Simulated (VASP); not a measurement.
A run of VASP 6.6.1 is set up as follows.

INCAR

```
SYSTEM = Zr
  ALGO = Normal
  EDIFF = 1E-6
  ENCUT = 520
  GGA = PE
  ISIF = 2
  ISMEAR = 0
  LASPH = .True.
  LCHARG = .False.
  LREAL = .False.
  LWAVE = .False.
  NBANDS = 12
  NELM = 60
  PREC = Accurate
  SIGMA = 0.1
```

The input KPOINTS:

```
k-points
0
Gamma
  9 9 9
  0 0 0
```

POSCAR

```
Zr
1.0
    0.0000000000      2.3064345696      2.3064345696
    2.3064345696      0.0000000000      2.3064345696
    2.3064345696      2.3064345696      0.0000000000
Zr
1
Direct
    0.0000000000      0.0000000000      0.0000000000
```

Potentials or basis: VASP PAW PBE potentials, release 64 (Zr_sv).

Run with:

```console
$ cat potpaw_PBE.64/Zr_sv/POTCAR > POTCAR
$ mpirun -np 1 vasp_std > vasp.out
```

What does it give for the band gap on the k mesh?

Zero (band 6 reaches 9.27 eV, above the bottom of band 7 at 7.78 eV).

What does it give for the pressure?

-4.4 GPa.
